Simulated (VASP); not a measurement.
# Si5PdW (P4/mmm) in VASP: a series of runs, part 2 of 2

VASP 6.6.1. The steps go on from the part before.

**4. Single point, PBE**

This run uses another cell than the first one, of 15.77 Å³/atom.

Contents of INCAR:

```
ALGO     = Normal         # electronic algorithm
EDIFF    = 1E-6           # SCF threshold, eV
ENCUT    = 520            # plane-wave cutoff, eV
GGA      = PE             # functional
ISIF     = 2              # what is computed and relaxed
ISMEAR   = 0              # smearing method
LASPH    = True           # aspherical terms in the spheres
LCHARG   = True           # write CHGCAR
LELF     = True           # ELF
LREAL    = False          # projectors in reciprocal space
LVHAR    = True         
LWAVE    = False          # write WAVECAR
NBANDS   = 31             # bands
NELM     = 80             # most SCF steps
PREC     = Accurate       # precision mode
SIGMA    = 0.1            # smearing width, eV
```

Contents of KPOINTS:

```
k-points
0
Gamma
  8 8 6
```

Contents of POSCAR:

```
Si5PdW
1.0
    4.4058358853      0.0000000000      0.0000000000
    0.0000000000      4.4058358853      0.0000000000
    0.0000000000      0.0000000000      5.6856627435
Si Pd W
5 1 1
Direct
    0.0000000000      0.5000000000      0.7289562780
    0.5000000000      0.0000000000      0.7289562780
    0.0000000000      0.5000000000      0.2710437220
    0.5000000000      0.0000000000      0.2710437220
    0.5000000000      0.5000000000      0.0000000000
    0.0000000000      0.0000000000      0.0000000000
    0.0000000000      0.0000000000      0.5000000000
```

Potentials or basis: VASP PAW PBE potentials, release 64 (Si, Pd, W_sv).

The run is started by

```bash
cat potpaw_PBE.64/Si/POTCAR potpaw_PBE.64/Pd/POTCAR potpaw_PBE.64/W_sv/POTCAR > POTCAR
mpirun -np 1 vasp_std > vasp.out
```

OUTCAR:

```text
EDIFF = 1E-6
   ENCUT = 520
   GGA = PE
   ISIF = 2
   ISMEAR = 0
   LASPH = True
   LREAL = False
   NELM = 80
   PREC = Accurate

 ion  position               nearest neighbor table
   1  0.000  0.500  0.729-   7 2.56   7 2.56   3 2.60   5 2.69   6 2.69   6 2.69   5 2.69   3 3.08
                             2 3.12   2 3.12   2 3.12   2 3.12
   2  0.500  0.000  0.729-   7 2.56   7 2.56   4 2.60   5 2.69   5 2.69   6 2.69   6 2.69   4 3.08
                             1 3.12   1 3.12   1 3.12   1 3.12
   3  0.000  0.500  0.271-   7 2.56   7 2.56   1 2.60   5 2.69   6 2.69   6 2.69   5 2.69   1 3.08
                             4 3.12   4 3.12   4 3.12   4 3.12
   4  0.500  0.000  0.271-   7 2.56   7 2.56   2 2.60   5 2.69   5 2.69   6 2.69   6 2.69   2 3.08
                             3 3.12   3 3.12   3 3.12   3 3.12
   5  0.500  0.500  0.000-   1 2.69   2 2.69   3 2.69   4 2.69   2 2.69   4 2.69   1 2.69   3 2.69
                             6 3.12   6 3.12   6 3.12   6 3.12
   6  0.000  0.000  0.000-   1 2.69   2 2.69   3 2.69   4 2.69   1 2.69   3 2.69   2 2.69   4 2.69
                             7 2.84   7 2.84   5 3.12   5 3.12   5 3.12   5 3.12
   7  0.000  0.000  0.500-   1 2.56   2 2.56   3 2.56   4 2.56   1 2.56   3 2.56   2 2.56   4 2.56
                             6 2.84   6 2.84

  LATTYP: Found a simple tetragonal cell.
 ALAT       =     4.4058358853
 C/A-ratio  =     1.2904844600

  Lattice vectors:

 A1 = (   4.4058358853,   0.0000000000,   0.0000000000)
 A2 = (   0.0000000000,   4.4058358853,   0.0000000000)
 A3 = (   0.0000000000,   0.0000000000,   5.6856627435)

Analysis of symmetry for initial positions (statically):
=====================================================================
 Subroutine PRICEL returns:
 Original cell was already a primitive cell.

 Routine SETGRP: Setting up the symmetry group for a
 simple tetragonal supercell.

[... 144 lines left out ...]
   EFERMI_NEDOS =   21; number of points for ismear=-14 and -15
   IALGO  =     38    algorithm
   IMIX   =      4    mixing-type and parameters
     AMIX     =   0.40;   BMIX     =  1.00
     AMIX_MAG =   1.60;   BMIX_MAG =  1.00
  volume/ion in A,a.u.               =      15.77       106.40
  Fermi-wavevector in a.u.,A,eV,Ry     =   1.204887  2.276907 19.752309  1.451754
  Thomas-Fermi vector in A             =   2.340600
   LORBIT       =      0    0 simple, 1 ext, 2 COOP (PROOUT), +10 PAW based schemes
   GGA     = PE    functional components
   LHFCALC =     F    Hartree Fock is set to
   AEXX    =    0.0000 exact exchange contribution
   IVDW    =     0    specifies the selected vdW correction
   LEPSILON=     F    determine dielectric tensor
   LRPA    =     F    only Hartree local field effects (RPA)
 non-spin polarized calculation
 Gauss-broadening in eV      SIGMA  =   0.10
  energy-cutoff  :      520.00
  volume of cell :      110.37
 maximum number of plane-waves:      3005
 NGX is ok and might be reduce to    36
   NGX = 17   NGY = 17   NGZ = 21

 number of electron      44.0000003 magnetization

 Free energy of the ion-electron system (eV)
  ---------------------------------------------------
  ext. energy  EPLUGINS =         0.00000000
  ---------------------------------------------------
  free energy    TOTEN  =       -43.36090033 eV

  energy without entropy =      -43.33644339  energy(sigma->0) =      -43.34867186

 E-fermi :   9.3784     XC(G=0): -11.3965

 val. band max:        9.3754400186   @ k =   0.2500   0.1250   0.1667
 cond. band min:       9.3961658846   @ k =   0.3750   0.2500   0.1667
 fundamental gap:      0.0207258660
 Fermi energy:         9.3783506045

 k-point     1 :       0.0000    0.0000    0.0000
  band No.  band energies     occupation
      1     -64.0171      2.00000
      2     -28.4650      2.00000
      3     -28.2891      2.00000
      4     -28.2891      2.00000
      5      -3.4007      2.00000
      6       0.8559      2.00000
[... 805 lines left out ...]
     30      14.4721      0.00000
     31      14.4750      0.00000

 [... further k-points ...]
[... 5 lines left out ...]
  --------------------------------------------------------------------------------------
  -------------------------------------------------------------------------------------
  Total        0.0073446      0.0073446      0.0456589      0.0000000      0.0000000      0.0000000
  in kB        0.1066212      0.1066212      0.6628237      0.0000000      0.0000000      0.0000000
  external PRESSURE =       0.2920220 kB  Pullay stress =       0.0000000 kB

 VOLUME and BASIS-vectors are now :
 -----------------------------------------------------------------------------
  energy-cutoff  :      520.00
  volume of cell :      110.37
      direct lattice vectors                 reciprocal lattice vectors
     4.405835885  0.000000000  0.000000000     0.226971686  0.000000000  0.000000000
     0.000000000  4.405835885  0.000000000     0.000000000  0.226971686  0.000000000
     0.000000000  0.000000000  5.685662744     0.000000000  0.000000000  0.175880991

 POSITION                                       TOTAL-FORCE (eV/Angst)
 -----------------------------------------------------------------------------------
      0.00000      2.20292      4.14460         0.000000      0.000000      0.008998
      2.20292      0.00000      4.14460        -0.000000     -0.000000      0.008998
      0.00000      2.20292      1.54106        -0.000000     -0.000000     -0.008998
      2.20292      0.00000      1.54106         0.000000     -0.000000     -0.008998
      2.20292      2.20292      0.00000        -0.000000     -0.000000      0.000000
      0.00000      0.00000      0.00000        -0.000000     -0.000000      0.000000
      0.00000      0.00000      2.84283        -0.000000     -0.000000      0.000000
 -----------------------------------------------------------------------------------
    total drift:                                0.000000     -0.000000      0.000000

  FREE ENERGIE OF THE ION-ELECTRON SYSTEM (eV)
  ---------------------------------------------------
  free  energy   TOTEN  =       -43.3609003254 eV

  energy  without entropy=      -43.3364433888  energy(sigma->0) =      -43.34867186
```

OSZICAR:

```text
N       E                     dE             d eps       ncg     rms          rms(c)
DAV:   1     0.248589607824E+03    0.24859E+03   -0.21374E+04  4176   0.131E+03
DAV:   2    -0.305838330618E+02   -0.27917E+03   -0.26724E+03  3956   0.304E+02
DAV:   3    -0.442176459389E+02   -0.13634E+02   -0.12939E+02  4770   0.602E+01
DAV:   4    -0.445217219906E+02   -0.30408E+00   -0.30209E+00  4493   0.855E+00
DAV:   5    -0.445274052990E+02   -0.56833E-02   -0.56816E-02  4543   0.129E+00    0.253E+01
DAV:   6    -0.440809105788E+02    0.44649E+00   -0.11424E+01  4269   0.225E+01    0.146E+01
DAV:   7    -0.435823241660E+02    0.49859E+00   -0.49757E+00  4382   0.204E+01    0.708E+00
DAV:   8    -0.433931703288E+02    0.18915E+00   -0.13714E+00  4665   0.718E+00    0.150E+00
DAV:   9    -0.433611986563E+02    0.31972E-01   -0.14750E-01  4414   0.208E+00    0.457E-01
DAV:  10    -0.433608906440E+02    0.30801E-03   -0.11653E-02  4548   0.608E-01    0.381E-01
DAV:  11    -0.433609284066E+02   -0.37763E-04   -0.20239E-03  4276   0.291E-01    0.191E-01
DAV:  12    -0.433609009732E+02    0.27433E-04   -0.48482E-04  4459   0.140E-01    0.400E-02
DAV:  13    -0.433608969419E+02    0.40313E-05   -0.73949E-05  4388   0.680E-02    0.216E-02
DAV:  14    -0.433609003142E+02   -0.33723E-05   -0.13918E-05  4329   0.191E-02    0.662E-03
DAV:  15    -0.433609003254E+02   -0.11179E-07   -0.78078E-07  3008   0.584E-03
   1 F= -.43360900E+02 E0= -.43348672E+02  d E =-.244569E-01
```

Wall time 5.7 min (1 thread of Intel Xeon 8259CL, shared host); peak memory 0.36 GiB.

Results:

```yaml
Free_energy: -43.3609 eV
Pressure: 0.0 GPa
Largest_force: 0.009 eV/Å
Band_gap_on_the_k_mesh: zero (bands 22 and 23 overlap by 1.19 eV)
```

Forces on the atoms (eV/Å):
```
Si   0.000  0.000  0.009
Si   0.000  0.000  0.009
Si   0.000  0.000 -0.009
Si   0.000  0.000 -0.009
Si   0.000  0.000  0.000
Pd   0.000  0.000  0.000
W    0.000  0.000  0.000
```

Levels at points of the mesh, in eV from the Fermi level:
```csv
k point,band 20,band 21,band 22,band 23,band 24,band 25
"(0.00, 0.00, 0.00)",-0.56,-0.19,0.30,0.30,0.79,1.78
"(0.50, 0.00, 0.00)",-1.12,-1.04,0.05,0.13,0.59,1.01
"(0.50, 0.50, 0.00)",-2.20,-1.82,-1.71,1.14,1.14,3.21
"(0.00, 0.00, 0.50)",-1.35,-1.35,-1.33,-0.70,-0.40,0.59
"(0.50, 0.00, 0.50)",-1.67,-0.96,0.48,0.50,0.54,0.97
"(0.50, 0.50, 0.50)",-2.06,-0.91,-0.21,0.94,0.94,1.87
```

Caveat: spin-orbit coupling is left out, which moves the levels of the heavy elements.

**5. The runs side by side**

```csv
task,cell,k mesh,cutoff (eV),smearing,gap on the mesh (eV),pressure (GPa),relaxed volume (Å³/atom),largest force (eV/Å)
relaxation of cell and atoms,"relaxed from a = 3.787, b = 3.787, c = 6.557 Å, 7 atoms, atomic positions A",4 × 4 × 3,600,gaussian 0.2 eV,none,-0.1,15.04,0.08
relaxation of cell and atoms,"relaxed from a = 3.980, b = 3.980, c = 6.500 Å, 7 atoms, atomic positions B",4 × 4 × 3,600,gaussian 0.2 eV,none,0.4,15.75,0.05
single point,"a = 4.406, b = 4.406, c = 5.686 Å, 7 atoms, atomic positions C",8 × 8 × 6,520,gaussian 0.1 eV,none,0.0,-,0.01
```

Alike in all rows: level PBE; potentials or basis VASP PAW PBE potentials, release 64 (Si, Pd, W_sv); no spin polarisation.

Caveats: some runs use coarse meshes; spin-orbit coupling is left out, which moves the levels of the heavy elements; the relaxation stopped at a loose force limit of 0.08 eV/Å, so its end isn't a converged minimum (at least some runs).

Absolute energies hang on the potentials; compare differences alone.
